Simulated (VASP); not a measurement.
# Si2Ge3 (P-6m2) in VASP: a series of runs, part 2 of 2

VASP 6.6.1. The steps go on from the part before.

## 4. Relaxation of cell and atoms, PBE

INCAR reads:

```
PREC = Accurate
ENCUT = 600
EDIFF = 1E-6
ISMEAR = 0
SIGMA = 0.1
LREAL = F
LASPH = T
NELM = 80
ALGO = Normal
ISIF = 3
LWAVE = F
LCHARG = F
GGA = PE
IBRION = 2
NSW = 90
EDIFFG = -0.04
```

KPOINTS reads:

```
Automatic mesh
0
Gamma
  6 6 1
```

POSCAR reads:

```
Si2Ge3
1.0
    2.9220403300      0.0000000000      0.0000000000
   -1.4610201600      2.5305611500      0.0000000000
    0.0000000000      0.0000000000     23.8681058900
Si Ge
4 6
Direct
    0.3333333300      0.6666666700      0.7000000000
    0.3333333300      0.6666666700      0.3000000000
    0.6666666700      0.3333333300      0.4000000000
    0.6666666700      0.3333333300      0.6000000000
    0.3333333300      0.6666666700      0.9000000000
    0.3333333300      0.6666666700      0.1000000000
    0.3333333300      0.6666666700      0.5000000000
    0.6666666700      0.3333333300      0.8000000000
    0.6666666700      0.3333333300      0.0000000000
    0.6666666700      0.3333333300      0.2000000000
```

Potentials or basis: VASP PAW PBE potentials, release 64 (Si, Ge_d).

The run is started by

```bash
cat potpaw_PBE.64/Si/POTCAR potpaw_PBE.64/Ge_d/POTCAR > POTCAR
mpirun -np 1 vasp_std > vasp.out
```

OUTCAR:

```text
PREC = Accurate
   ENCUT = 600
   EDIFF = 1E-6
   ISMEAR = 0
   LREAL = F
   LASPH = T
   NELM = 80
   ISIF = 3
   GGA = PE
   IBRION = 2
   NSW = 90
   EDIFFG = -0.04

 ion  position               nearest neighbor table
   1  0.333  0.667  0.700-   8 2.92   4 2.92   8 2.92   4 2.92   8 2.92   4 2.92
   2  0.333  0.667  0.300-  10 2.92   3 2.92  10 2.92   3 2.92  10 2.92   3 2.92
   3  0.667  0.333  0.400-   2 2.92   7 2.92   2 2.92   7 2.92   2 2.92   7 2.92
   4  0.667  0.333  0.600-   1 2.92   7 2.92   1 2.92   7 2.92   1 2.92   7 2.92
   5  0.333  0.667  0.900-
   6  0.333  0.667  0.100-
   7  0.333  0.667  0.500-   3 2.92   4 2.92   3 2.92   4 2.92   3 2.92   4 2.92
   8  0.667  0.333  0.800-   1 2.92   1 2.92   1 2.92
   9  0.667  0.333  0.000-
  10  0.667  0.333  0.200-   2 2.92   2 2.92   2 2.92

  LATTYP: Found a hexagonal cell.
 ALAT       =     2.9220403300
 C/A-ratio  =     8.1683013218

  Lattice vectors:

 A1 = (   2.9220403300,   0.0000000000,   0.0000000000)
 A2 = (  -1.4610201600,   2.5305611500,   0.0000000000)
 A3 = (   0.0000000000,   0.0000000000,  23.8681058900)

Analysis of symmetry for initial positions (statically):
[... 173 lines left out ...]
  free energy    TOTEN  =       -43.47907673 eV

  energy without entropy =      -43.41969118  energy(sigma->0) =      -43.44938396

------------------------ aborting loop because EDIFF is reached ----------------------------------------

  FORCE on cell =-STRESS in cart. coord.  units (eV):
  Direction    XX          YY          ZZ          XY          YZ          ZX
  --------------------------------------------------------------------------------------
  -------------------------------------------------------------------------------------
  Total        0.2359534      0.2359534     -0.3290138      0.0000000      0.0000000      0.0000000
  in kB        2.1419819      2.1419819     -2.9867831      0.0000000      0.0000000      0.0000000
  external PRESSURE =       0.4323936 kB  Pullay stress =       0.0000000 kB
[... 113 lines left out ...]
  FREE ENERGIE OF THE ION-ELECTRON SYSTEM (eV)
  ---------------------------------------------------
  free  energy   TOTEN  =       -43.7546415181 eV

  energy  without entropy=      -43.7120993915  energy(sigma->0) =      -43.73337045

[... ionic steps 4 to 40 ...]

--------------------------------------- Ionic step       41  -------------------------------------------

 number of electron     100.0000016 magnetization

------------------------ aborting loop because EDIFF is reached ----------------------------------------
[... 83 lines left out ...]
--------------------------------------- Ionic step       43  -------------------------------------------

 number of electron     100.0000010 magnetization

 Free energy of the ion-electron system (eV)
  ---------------------------------------------------
  ext. energy  EPLUGINS =         0.00000000
  ---------------------------------------------------
  free energy    TOTEN  =       -44.41866263 eV

  energy without entropy =      -44.40130583  energy(sigma->0) =      -44.40998423

 E-fermi :   7.5453     XC(G=0): -11.1023

 val. band max:        7.4867180763   @ k =   0.3333   0.1667   0.0000
 cond. band min:       7.6707670590   @ k =   0.3333   0.1667   0.0000
 fundamental gap:      0.1840489827
 Fermi energy:         7.5452543419

 k-point     1 :       0.0000    0.0000    0.0000
  band No.  band energies     occupation
      1     -17.5657      2.00000
      2     -17.5657      2.00000
      3     -17.5540      2.00000
      4     -17.4972      2.00000
      5     -17.4972      2.00000
      6     -17.4216      2.00000
[... 467 lines left out ...]
  FREE ENERGIE OF THE ION-ELECTRON SYSTEM (eV)
  ---------------------------------------------------
  free  energy   TOTEN  =       -44.4186626319 eV

  energy  without entropy=      -44.4013058323  energy(sigma->0) =      -44.40998423

 reached required accuracy - stopping structural energy minimisation
```

OSZICAR:

```text
N       E                     dE             d eps       ncg     rms          rms(c)
DAV:   1     0.126792629123E+04    0.12679E+04   -0.47052E+04  1036   0.453E+03
[... 510 lines left out ...]
DAV:   2    -0.444192998375E+02    0.76333E-03   -0.97376E-03  1004   0.793E-01    0.156E-01
DAV:   3    -0.444191554575E+02    0.14438E-03   -0.37092E-03  1192   0.467E-01    0.612E-02
DAV:   4    -0.444187237132E+02    0.43174E-03   -0.37432E-03  1104   0.278E-01    0.273E-02
DAV:   5    -0.444186599169E+02    0.63796E-04   -0.35685E-04  1096   0.126E-01    0.154E-02
DAV:   6    -0.444186607834E+02   -0.86642E-06   -0.70331E-05  1000   0.648E-02    0.121E-02
DAV:   7    -0.444186622384E+02   -0.14550E-05   -0.97036E-06   952   0.260E-02    0.495E-03
DAV:   8    -0.444186626319E+02   -0.39352E-06   -0.77992E-07   532   0.100E-02
  43 F= -.44418663E+02 E0= -.44409984E+02  d E =-.881815E-03
```

Run time: 26 min. Hardware: 1 thread of Intel Xeon 6975P-C (Granite Rapids), shared host; peak memory 0.36 GiB.

What came out:

```
Free energy                           : -44.4187 eV
Relaxed volume                        : 17.66 Å³/atom
Relaxed cell                          : a = 2.990 Å, b = 2.990 Å, c = 22.817 Å, α = 90.00°, β = 90.00°, γ = 120.00°
Space group after relaxing (to 0.1 Å) : P-6m2 (No. 187)
Energy gained by relaxing             : 94.0 meV/atom
Ionic steps                           : 43
Pressure after relaxing               : 0.2 GPa
Largest force after relaxing          : 0.037 eV/Å
Band gap on the k mesh                : zero (bands 50 and 51 overlap by 7.31 eV)
```

Forces on the atoms (eV/Å):
```
Si   0.000  0.000  0.023
Si   0.000  0.000 -0.023
Si   0.000  0.000 -0.003
Si   0.000  0.000  0.003
Ge   0.000  0.000 -0.037
Ge   0.000  0.000  0.037
Ge   0.000  0.000  0.000
Ge   0.000  0.000  0.037
Ge   0.000  0.000  0.000
Ge   0.000  0.000 -0.037
```

Stress tensor (GPa, compression positive):
```
0.08 0.00 0.00
0.00 0.08 0.00
0.00 0.00 0.31
```

Step by step:
```csv
step,energy change (eV),largest force (eV/Å),pressure (GPa),volume (Å³)
1,0.0000,0.4539,0.04,176.49
3,-0.2756,0.6491,-0.83,176.97
5,-0.6081,0.1232,-0.50,177.12
7,-0.6670,0.2597,0.27,176.22
9,-0.6699,0.3337,0.55,175.99
11,-0.6984,0.1921,-0.46,178.05
13,-0.7070,0.1624,-0.43,177.48
15,-0.7185,0.1478,0.75,174.17
17,-0.7326,0.1898,0.26,174.14
19,-0.7385,0.2181,0.12,174.46
21,-0.7610,0.1656,-1.16,177.48
23,-0.7731,0.1526,-1.04,177.03
25,-0.8041,0.2647,0.09,175.01
27,-0.8386,0.2713,0.11,174.20
29,-0.8891,0.1998,0.55,174.26
31,-0.9046,0.1827,0.82,174.30
33,-0.9090,0.2224,0.97,174.32
35,-0.9265,0.1772,-0.16,177.81
37,-0.9342,0.0914,-0.29,177.59
39,-0.9373,0.0779,-0.06,177.24
41,-0.9387,0.0522,0.21,176.79
43,-0.9396,0.0375,0.16,176.60
```

Final structure:
```xyz
10
Lattice="2.9895 0.0000 0.0000 -1.4948 2.5890 0.0000 0.0000 0.0000 22.8168" Properties=species:S:1:pos:R:3 pbc="T T T"
Si    0.0000    1.7260   15.4003
Si    0.0000    1.7260    7.4165
Si    1.4948    0.8630    9.2780
Si    1.4948    0.8630   13.5387
Ge    0.0000    1.7260   20.0902
Ge    0.0000    1.7260    2.7266
Ge    0.0000    1.7260   11.4084
Ge    1.4948    0.8630   17.5447
Ge    1.4948    0.8630    0.0000
Ge    1.4948    0.8630    5.2721
```

Caveat: the k points lie up to 0.40 Å⁻¹ apart in the final cell, too coarse for converged energies and pressures of a metal.

## 5. Single point, PBE

This run uses another cell than the first one, of 17.55 Å³/atom.

INCAR reads:

```
PREC = Accurate
ENCUT = 520
EDIFF = 1E-7
ISMEAR = 0
SIGMA = 0.1
LREAL = F
LASPH = T
NELM = 60
ALGO = Normal
ISIF = 2
LWAVE = F
LCHARG = T
GGA = PE
LELF = T
LVHAR = T
NBANDS = 61
```

KPOINTS reads:

```
regular mesh
0
Gamma
  12 12 2
```

POSCAR reads:

```
Si2Ge3
1.0
    2.8978162911      0.0000000000      0.0000000000
   -1.4489081455      2.5095825236      0.0000000000
    0.0000000000      0.0000000000     24.1330675101
Si Ge
4 6
Direct
    0.3333333333      0.6666666667      0.6851473871
    0.3333333333      0.6666666667      0.3148526129
    0.6666666667      0.3333333333      0.4000861035
    0.6666666667      0.3333333333      0.5999138965
    0.3333333333      0.6666666667      0.8917773319
    0.3333333333      0.6666666667      0.1082226681
    0.3333333333      0.6666666667      0.5000000000
    0.6666666667      0.3333333333      0.7827707071
    0.6666666667      0.3333333333      0.0000000000
    0.6666666667      0.3333333333      0.2172292929
```

The run is started by

```bash
cat potpaw_PBE.64/Si/POTCAR potpaw_PBE.64/Ge_d/POTCAR > POTCAR
mpirun -np 1 vasp_std > vasp.out
```

Wall time 4.7 min (1 thread of Intel Xeon 6975P-C (Granite Rapids), shared host); peak memory 0.47 GiB.

It converged, with:

```
Free energy            : -44.4161 eV
Pressure               : 0.0 GPa
Largest force          : 0.008 eV/Å
Band gap on the k mesh : zero (bands 50 and 51 overlap by 9.09 eV)
```

Forces on the atoms (eV/Å):
```
Si   0.000  0.000 -0.008
Si   0.000  0.000  0.008
Si   0.000  0.000 -0.007
Si   0.000  0.000  0.007
Ge   0.000  0.000  0.003
Ge   0.000  0.000 -0.003
Ge   0.000  0.000  0.000
Ge   0.000  0.000 -0.002
Ge   0.000  0.000  0.000
Ge   0.000  0.000  0.002
```

Levels at points of the mesh, in eV from the Fermi level:
```csv
k point,band 46,band 47,band 48,band 49,band 50,band 51,band 52,band 53,band 54,band 55
"(0.00, 0.00, 0.00)",2.73,2.74,5.86,6.50,6.50,6.60,6.60,7.25,7.90,7.90
"(0.50, 0.00, 0.00)",-3.72,-3.32,-2.74,-2.19,-1.58,-1.05,0.91,0.94,1.02,2.35
"(0.00, 0.00, 0.50)",0.95,4.46,4.67,6.50,6.50,6.60,6.60,7.92,7.92,7.96
"(0.50, 0.00, 0.50)",-3.67,-3.36,-2.52,-2.47,-1.73,-0.53,-0.01,1.23,1.65,2.09
```

## 6. Overview

| task | cell | k mesh | cutoff (eV) | gap on the mesh (eV) | pressure (GPa) | largest force (eV/Å) |
| --- | --- | --- | --- | --- | --- | --- |
| single point | a = 2.922, b = 2.922, c = 23.868 Å, angles 90.0, 90.0, 120.0°, 10 atoms, atomic positions A | 6 × 6 × 1 | 520 | none | 0.0 | 0.45 |
| single point | a = 2.992, b = 2.992, c = 22.825 Å, angles 90.0, 90.0, 120.0°, 10 atoms, atomic positions B | 6 × 6 × 1 | 520 | none | -0.2 | 0.04 |
| relaxation of cell and atoms | relaxed from a = 2.922, b = 2.922, c = 23.868 Å, angles 90.0, 90.0, 120.0°, 10 atoms, atomic positions A | 6 × 6 × 1 | 600 | none | 0.2 | 0.04 |
| single point | a = 2.898, b = 2.898, c = 24.133 Å, angles 90.0, 90.0, 120.0°, 10 atoms, atomic positions C | 12 × 12 × 2 | 520 | none | 0.0 | 0.01 |

Alike in all rows: level PBE; potentials or basis VASP PAW PBE potentials, release 64 (Si, Ge_d); no spin polarisation; smearing gaussian 0.1 eV.

Caveats: some runs use coarse meshes.

Total energies depend on the potentials used, so only differences within one code and one set of settings carry meaning.
